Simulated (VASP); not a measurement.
# SnH5 (P6/mmm) in VASP: notebook

Runs on SnH5. Level: PBE. Tasks: relaxation of cell and atoms.

Everything below comes from runs of VASP 6.6.1. Logs are shortened: lines on timing, memory, paths and dates and some standing lists are left out, and cuts for length are marked.

## 1. The cell of the first run

Symmetry: P6/mmm, No. 191, hexagonal system. The conventional cell has a = 3.081 Å, b = 3.081 Å, c = 8.008 Å, α = 90.00°, β = 90.00°, γ = 120.00°. Within 4.1 Å of Sn (site symmetry 6/mmm) lie 6 Sn at 3.08 Å and 2 H at 3.28 Å. Within 2.1 Å of H (site symmetry mmm) lie 8 H at 1.54 to 1.70 Å. H (site symmetry 6mm) has 7 H at 1.45 to 1.70 Å within 1.9 Å.

The cell was built from a structure type or drawn by symmetry, and may not be a known phase.

## 2. Relaxation of cell and atoms, PBE

File INCAR:

```
PREC     = Accurate       # precision mode
ENCUT    = 910            # plane-wave cutoff, eV
EDIFF    = 1E-7           # SCF threshold, eV
ISMEAR   = 0              # smearing method
SIGMA    = 0.1            # smearing width, eV
LREAL    = False          # projectors in reciprocal space
LASPH    = True           # aspherical terms in the spheres
NELM     = 120            # most SCF steps
ALGO     = Normal         # electronic algorithm
ISIF     = 3              # what is computed and relaxed
LWAVE    = False          # write WAVECAR
LCHARG   = False          # write CHGCAR
GGA      = PE             # functional
IBRION   = 2              # ionic algorithm
NSW      = 90             # ionic steps
EDIFFG   = -0.04          # ionic threshold
GGA_COMPAT= False        
NELMIN   = 4
```

File KPOINTS:

```
Automatic mesh
0
Gamma
  6 6 2
```

File POSCAR:

```
SnH5
1.0
    3.0812253700      0.0000000000      0.0000000000
   -1.5406126800      2.6684194400      0.0000000000
    0.0000000000      0.0000000000      8.0075615100
Sn H
1 5
Direct
    0.0000000000      0.0000000000      0.5000000000
    0.5000000000      0.0000000000      0.0000000000
    0.0000000000      0.5000000000      0.0000000000
    0.5000000000      0.5000000000      0.0000000000
    0.0000000000      0.0000000000      0.0906683200
    0.0000000000      0.0000000000      0.9093316800
```

Potentials or basis: VASP PAW PBE potentials, release 64 (Sn_d, H_h).

Run with:

```sh
$ cat potpaw_PBE.64/Sn_d/POTCAR potpaw_PBE.64/H_h/POTCAR > POTCAR
$ mpirun -np 1 vasp_std > vasp.out
```

OUTCAR:

```text
PREC = Accurate
   ENCUT = 910
   EDIFF = 1E-7
   ISMEAR = 0
   LREAL = False
   LASPH = True
   NELM = 120
   ISIF = 3
   GGA = PE
   IBRION = 2
   NSW = 90
   EDIFFG = -0.04
   NELMIN = 4

 ion  position               nearest neighbor table
   1  0.000  0.000  0.500-
   2  0.500  0.000  0.000-
   3  0.000  0.500  0.000-
   4  0.500  0.500  0.000-
   5  0.000  0.000  0.091-
   6  0.000  0.000  0.909-

  LATTYP: Found a hexagonal cell.
 ALAT       =     3.0812253700
 C/A-ratio  =     2.5988236979

  Lattice vectors:

 A1 = (   3.0812253700,   0.0000000000,   0.0000000000)
 A2 = (  -1.5406126800,   2.6684194400,   0.0000000000)
 A3 = (   0.0000000000,   0.0000000000,   8.0075615100)

Analysis of symmetry for initial positions (statically):
=====================================================================
 Subroutine PRICEL returns:
 Original cell was already a primitive cell.

 Routine SETGRP: Setting up the symmetry group for a
 hexagonal supercell.

 Subroutine GETGRP returns: Found 24 space group operations
 (whereof 24 operations were pure point group operations)
 out of a pool of 24 trial point group operations.

The static configuration has the point symmetry D_6h.

Analysis of symmetry for dynamics (positions and initial velocities):
=====================================================================
 Subroutine PRICEL returns:
 Original cell was already a primitive cell.

 Routine SETGRP: Setting up the symmetry group for a
 hexagonal supercell.

 Subroutine GETGRP returns: Found 24 space group operations
 (whereof 24 operations were pure point group operations)
 out of a pool of 24 trial point group operations.

The dynamic configuration has the point symmetry D_6h.

 Subroutine INISYM returns: Found 24 space group operations
 (whereof 24 operations are pure point group operations),
 and found     1 'primitive' translations

----------------------------------------------------------------------------------------

                                     Primitive cell

  volume of cell :      65.8382

  direct lattice vectors                    reciprocal lattice vectors
     3.081225370  0.000000000  0.000000000     0.324546205  0.187376838  0.000000000
    -1.540612680  2.668419440  0.000000000     0.000000000  0.374753678  0.000000000
     0.000000000  0.000000000  8.007561510     0.000000000  0.000000000  0.124881963

  length of vectors
     3.081225370  3.081225363  8.007561510     0.374753677  0.374753678  0.124881963

  position of ions in fractional coordinates (direct lattice)
     0.000000000  0.000000000  0.500000000
     0.500000000  0.000000000  0.000000000
     0.000000000  0.500000000  0.000000000
     0.500000000  0.500000000  0.000000000
     0.000000000  0.000000000  0.090668320
     0.000000000  0.000000000  0.909331680

  ion indices of the primitive-cell ions
   primitive index   ion index
                 1           1
                 2           2
                 3           3
                 4           4
                 5           5
                 6           6

----------------------------------------------------------------------------------------

 KPOINTS: Automatic mesh

Automatic generation of k-mesh.
 Grid dimensions read from file:
 generate k-points for:    6    6    2

 Generating k-lattice:

  Cartesian coordinates                     Fractional coordinates (reciprocal lattice)
     0.054091034  0.031229473  0.000000000     0.166666667  0.000000000  0.000000000
     0.000000000  0.062458946  0.000000000     0.000000000  0.166666667  0.000000000
     0.000000000  0.000000000  0.062440981     0.000000000  0.000000000  0.500000000

  Length of vectors
     0.062458946  0.062458946  0.062440981

  Shift w.r.t. Gamma in fractional coordinates (k-lattice)
     0.000000000  0.000000000  0.000000000

 Subroutine IBZKPT returns following result:
 ===========================================

 Found     14 irreducible k-points:

 Following reciprocal coordinates:
            Coordinates               Weight
  0.000000  0.000000  0.000000      1.000000
  0.166667 -0.000000  0.000000      6.000000
  0.333333 -0.000000  0.000000      6.000000
  0.500000 -0.000000  0.000000      3.000000
  0.166667  0.166667  0.000000      6.000000
  0.333333  0.166667  0.000000     12.000000
  0.333333  0.333333  0.000000      2.000000
  0.000000  0.000000  0.500000      1.000000
  0.166667 -0.000000  0.500000      6.000000
  0.333333 -0.000000  0.500000      6.000000
  0.500000 -0.000000  0.500000      3.000000
  0.166667  0.166667  0.500000      6.000000
  0.333333  0.166667  0.500000     12.000000
  0.333333  0.333333  0.500000      2.000000
   k-points           NKPTS =     14   k-points in BZ     NKDIM =     14   number of bands    NBANDS=     13
   number of dos      NEDOS =    301   number of ions     NIONS =      6
   total plane-waves  NPLWV =  72000
   dimension x,y,z NGX =    30 NGY =   30 NGZ =   80
   dimension x,y,z NGXF=    60 NGYF=   60 NGZF=  160
   ions per type =               1   5
   NGX,Y,Z   is equivalent  to a cutoff of  16.19, 16.19, 16.61 a.u.
   NGXF,Y,Z  is equivalent  to a cutoff of  32.37, 32.37, 33.22 a.u.
 SYSTEM =  unknown system
   PREC   = accura    normal or accurate (medium, high low for compatibility)
   ISTART =      0    job   : 0-new  1-cont  2-samecut
   ICHARG =      2    charge: 1-file 2-atom 10-const
   ISPIN  =      1    spin polarized calculation?
   LNONCOLLINEAR =      F non collinear calculations
   LSORBIT =      F    spin-orbit coupling
   LASPH  =      T    aspherical Exc in radial PAW
   ENCUT  =  910.0 eV  66.88 Ry    8.18 a.u.   7.58  7.58 19.70*2*pi/ulx,y,z
   NELM   =    120;   NELMIN=  4; NELMDL= -5     # of ELM steps
   EDIFF  = 0.1E-06   stopping-criterion for ELM
   LREAL  =      F    real-space projection
   EDIFFG = -.4E-01   stopping-criterion for IOM
   NSW    =     90    number of steps for IOM
   IBRION =      2    ionic relax: 0-MD 1-quasi-New 2-CG
   NFREE  =      1    steps in history (QN), initial steepest desc. (CG)
   ISIF   =      3    stress and relaxation
   ISYM   =      2    0-nonsym 1-usesym 2-fastsym
   POTIM  = 0.5000    time-step for ionic-motion
   TEBEG  =    0.0;   TEEND  =   0.0 temperature during run
   PSTRESS=    0.0 pullay stress
   NELECT =      19.0000    total number of electrons
   NUPDOWN=      -1.0000    fix difference up-down
   EMIN   =  10.00;   EMAX   =-10.00  energy-range for DOS
   EFERMI =   0.00;   METHOD = LEGACY
   ISMEAR =     0;   SIGMA  =   0.10  broadening in eV -4-tet -1-fermi 0-gaus
   EFERMI_NEDOS =   21; number of points for ismear=-14 and -15
   IALGO  =     38    algorithm
   IMIX   =      4    mixing-type and parameters
     AMIX     =   0.40;   BMIX     =  1.00
     AMIX_MAG =   1.60;   BMIX_MAG =  1.00
  volume/ion in A,a.u.               =      10.97        74.05
  Fermi-wavevector in a.u.,A,eV,Ry     =   1.081849  2.044399 15.924229  1.170398
  Thomas-Fermi vector in A             =   2.217876
   LORBIT       =      0    0 simple, 1 ext, 2 COOP (PROOUT), +10 PAW based schemes
   GGA     = PE    functional components
   LHFCALC =     F    Hartree Fock is set to
   AEXX    =    0.0000 exact exchange contribution
   IVDW    =     0    specifies the selected vdW correction
   LEPSILON=     F    determine dielectric tensor
   LRPA    =     F    only Hartree local field effects (RPA)
 conjugate gradient relaxation of ions
 non-spin polarized calculation
 Gauss-broadening in eV      SIGMA  =   0.10
  energy-cutoff  :      910.00
  volume of cell :       65.84
 maximum number of plane-waves:      4127
   NGX = 15   NGY = 15   NGZ = 39

--------------------------------------- Ionic step        1  -------------------------------------------

 number of electron      18.9999998 magnetization

 Free energy of the ion-electron system (eV)
  ---------------------------------------------------
  ext. energy  EPLUGINS =         0.00000000
  ---------------------------------------------------
  free energy    TOTEN  =       -13.67838678 eV

  energy without entropy =      -13.66173185  energy(sigma->0) =      -13.67005932

------------------------ aborting loop because EDIFF is reached ----------------------------------------

  FORCE on cell =-STRESS in cart. coord.  units (eV):
  Direction    XX          YY          ZZ          XY          YZ          ZX
  --------------------------------------------------------------------------------------
  -------------------------------------------------------------------------------------
  Total       -1.0627669     -1.0627669     -4.0928717     -0.0000000     -0.0000000     -0.0000000
  in kB      -25.8625145    -25.8625144    -99.6003506     -0.0000000     -0.0000000     -0.0000000
  external PRESSURE =     -50.4417931 kB  Pullay stress =       0.0000000 kB
[... 553 lines left out ...]
 k-point    14 :       0.3333    0.3333    0.5000
  band No.  band energies     occupation
      1     -16.6960      2.00000
      2     -16.6960      2.00000
      3     -16.6724      2.00000
      4     -16.6724      2.00000
      5     -16.6690      2.00000
      6      -2.3445      2.00000
      7      -1.0177      2.00000
      8       0.1980      2.00000
      9       0.1980      2.00000
     10       3.0151      2.00000
     11       3.0151      2.00000
     12       8.7847      0.00000
     13       9.4401      0.00000

[... ionic steps 4 to 33 ...]

--------------------------------------- Ionic step       34  -------------------------------------------

 number of electron      19.0000002 magnetization

------------------------ aborting loop because EDIFF is reached ----------------------------------------

  FORCE on cell =-STRESS in cart. coord.  units (eV):
  Direction    XX          YY          ZZ          XY          YZ          ZX
  --------------------------------------------------------------------------------------
  -------------------------------------------------------------------------------------
  Total       -1.4330003     -1.4330002     -0.2804625     -0.0000000      0.0000000     -0.0000000
  in kB      -48.5785403    -48.5785401     -9.5076449     -0.0000001      0.0000000     -0.0000000
  external PRESSURE =     -35.5549084 kB  Pullay stress =       0.0000000 kB
[... 65 lines left out ...]
  energy  without entropy=      -15.5724171230  energy(sigma->0) =      -15.57403599

--------------------------------------- Ionic step       36  -------------------------------------------

 number of electron      19.0000002 magnetization

 Free energy of the ion-electron system (eV)
  ---------------------------------------------------
  ext. energy  EPLUGINS =         0.00000000
  ---------------------------------------------------
  free energy    TOTEN  =       -15.57738935 eV

  energy without entropy =      -15.57413743  energy(sigma->0) =      -15.57576339

 E-fermi :   5.4172     XC(G=0): -10.2834

 val. band max:        5.2413163662   @ k =   0.1667   0.1667   0.0000
 cond. band min:       5.4839815635   @ k =   0.1667   0.1667   0.5000
 fundamental gap:      0.2426651974
 Fermi energy:         5.4171738196

 k-point     1 :       0.0000    0.0000    0.0000
  band No.  band energies     occupation
      1     -16.2695      2.00000
      2     -16.2221      2.00000
      3     -16.2221      2.00000
      4     -15.9878      2.00000
      5     -15.9878      2.00000
      6      -7.3451      2.00000
      7      -2.9862      2.00000
      8      -0.1443      2.00000
      9       7.9711      0.00000
     10      10.5981      0.00000
     11      10.5981      0.00000
     12      13.9300      0.00000
[... 240 lines left out ...]
  FREE ENERGIE OF THE ION-ELECTRON SYSTEM (eV)
  ---------------------------------------------------
  free  energy   TOTEN  =       -15.5773893530 eV

  energy  without entropy=      -15.5741374317  energy(sigma->0) =      -15.57576339

 reached required accuracy - stopping structural energy minimisation
```

It took 7.1 min on 1 thread of Intel Xeon 6975P-C (Granite Rapids), shared host; peak memory 0.3 GiB.

Results:

| Quantity | Value |
| --- | --- |
| Free energy | -15.5774 eV |
| Relaxed volume | 7.44 Å³/atom |
| Relaxed cell | a = 3.129 Å, b = 3.129 Å, c = 5.267 Å, α = 90.00°, β = 90.00°, γ = 120.00° |
| Space group after relaxing (to 0.1 Å) | P6/mmm (No. 191) |
| Pressure after relaxing | 0.4 GPa |
| Largest force after relaxing | 0.019 eV/Å |
| Band gap on the k mesh | zero (an odd number of electrons rules out a gap without spin polarisation) |

Forces in eV/Å, atoms in the order of the input:
```
Sn   0.000  0.000  0.000
H    0.000  0.000  0.000
H    0.000  0.000  0.000
H    0.000  0.000  0.000
H    0.000  0.000  0.019
H    0.000  0.000 -0.019
```

Final structure:
```
CELL_PARAMETERS angstrom
3.12921 0.00000 0.00000
-1.56460 2.70997 0.00000
0.00000 0.00000 5.26747
ATOMIC_POSITIONS crystal
Sn 0.00000 0.00000 0.50000
H 0.50000 0.00000 0.00000
H 0.00000 0.50000 0.00000
H 0.50000 0.50000 0.00000
H 0.00000 0.00000 0.14347
H 0.00000 0.00000 0.85653
```

Levels at points of the mesh, in eV from the Fermi level:
| k point | band 5 | band 6 | band 7 | band 8 | band 9 | band 10 | band 11 | band 12 | band 13 |
| --- | --- | --- | --- | --- | --- | --- | --- | --- | --- |
| (0.00, 0.00, 0.00) | -21.40 | -12.76 | -8.40 | -5.56 | 2.55 | 5.18 | 5.18 | 8.51 | 8.51 |
| (0.50, 0.00, 0.00) | -21.37 | -8.62 | -6.67 | -3.27 | -3.13 | -2.93 | 1.98 | 2.44 | 3.98 |
| (0.00, 0.00, 0.50) | -21.41 | -11.93 | -10.84 | -1.11 | 0.47 | 4.26 | 5.19 | 5.19 | 9.02 |
| (0.50, 0.00, 0.50) | -21.37 | -7.90 | -6.59 | -6.22 | -4.01 | 0.95 | 2.98 | 3.11 | 4.75 |

Caveat: the k points lie up to 0.60 Å⁻¹ apart in the final cell, too coarse for converged energies and pressures of a metal; the volume moved by over 15 % at a fixed basis, so the end points are rough; spin-orbit coupling is left out, which moves the levels of the heavy elements.

## 3. Relaxation of cell and atoms, PBE

This run uses another cell than the first one, of 10.77 Å³/atom.

File INCAR:

```
PREC = Accurate
ENCUT = 600
EDIFF = 1E-6
ISMEAR = 0
SIGMA = 0.1
LREAL = F
LASPH = T
NELM = 80
ALGO = Normal
ISIF = 3
LWAVE = F
LCHARG = F
GGA = PE
IBRION = 2
NSW = 100
EDIFFG = -0.01
```

File KPOINTS:

```
Automatic mesh
0
Gamma
  12 12 6
```

File POSCAR:

```
SnH5
1.0
    2.9313463886      0.0000000000      0.0000000000
   -1.4656731943      2.5386204398      0.0000000000
    0.0000000000      0.0000000000      8.6827698370
Sn H
1 5
Direct
    0.0000000000      0.0000000000      0.5000000000
    0.5000000000      0.0000000000      0.0000000000
    0.0000000000      0.5000000000      0.0000000000
    0.5000000000      0.5000000000      0.0000000000
    0.0000000000      0.0000000000      0.2939849012
    0.0000000000      0.0000000000      0.7060150988
```

Potentials or basis: VASP PAW PBE potentials, release 64 (Sn_d, H).

Run with:

```sh
$ cat potpaw_PBE.64/Sn_d/POTCAR potpaw_PBE.64/H/POTCAR > POTCAR
$ mpirun -np 1 vasp_std > vasp.out
```

Run time: 4.9 min. Hardware: 1 thread of Intel Xeon 8259CL, shared host; peak memory 0.25 GiB.

Results (log left out):

```
Free energy                           : -16.1691 eV
Relaxed volume                        : 10.84 Å³/atom
Relaxed cell                          : a = 2.940 Å, b = 2.940 Å, c = 8.691 Å, α = 90.00°, β = 90.00°, γ = 120.00°
Space group after relaxing (to 0.1 Å) : P6/mmm (No. 191)
Energy gained by relaxing             : 0.1 meV/atom
Ionic steps                           : 6
Pressure after relaxing               : 0.0 GPa
Largest force after relaxing          : 0.008 eV/Å
Band gap on the k mesh                : zero (an odd number of electrons rules out a gap without spin polarisation)
```

Forces on the atoms (eV/Å):
```
Sn   0.000  0.000  0.000
H    0.000  0.000  0.000
H    0.000  0.000  0.000
H    0.000  0.000  0.000
H    0.000  0.000  0.008
H    0.000  0.000 -0.008
```

Step by step:
```
step  energy change (eV)  largest force (eV/Å)  pressure (GPa)  volume (Å³)
   1              0.0000                0.0104            0.41        64.61
   2             -0.0005                0.0089            0.14        64.87
   3             -0.0006                0.0237           -0.04        65.07
   4             -0.0006                0.0211            0.00        65.04
   5             -0.0006                0.0218            0.00        65.05
   6             -0.0006                0.0083           -0.01        65.07
```

Final structure:
```
CELL_PARAMETERS angstrom
2.94023 0.00000 0.00000
-1.47011 2.54631 0.00000
0.00000 0.00000 8.69073
ATOMIC_POSITIONS crystal
Sn 0.00000 0.00000 0.50000
H 0.50000 0.00000 0.00000
H 0.00000 0.50000 0.00000
H 0.50000 0.50000 0.00000
H 0.00000 0.00000 0.29402
H 0.00000 0.00000 0.70598
```

Levels at points of the mesh, in eV from the Fermi level:
```csv
k point,band 6,band 7,band 8,band 9,band 10,band 11,band 12,band 13
"(0.00, 0.00, 0.00)",-11.30,-8.79,-5.73,-0.54,3.44,8.25,8.25,8.46
"(0.50, 0.00, 0.00)",-5.98,-4.67,-4.11,-2.94,-1.97,2.75,4.86,6.22
"(0.00, 0.00, 0.50)",-11.30,-8.83,-5.60,-0.99,5.16,6.21,8.25,8.25
"(0.50, 0.00, 0.50)",-5.97,-4.66,-4.12,-3.08,-1.77,2.54,5.11,6.30
```

Caveat: spin-orbit coupling is left out, which moves the levels of the heavy elements.
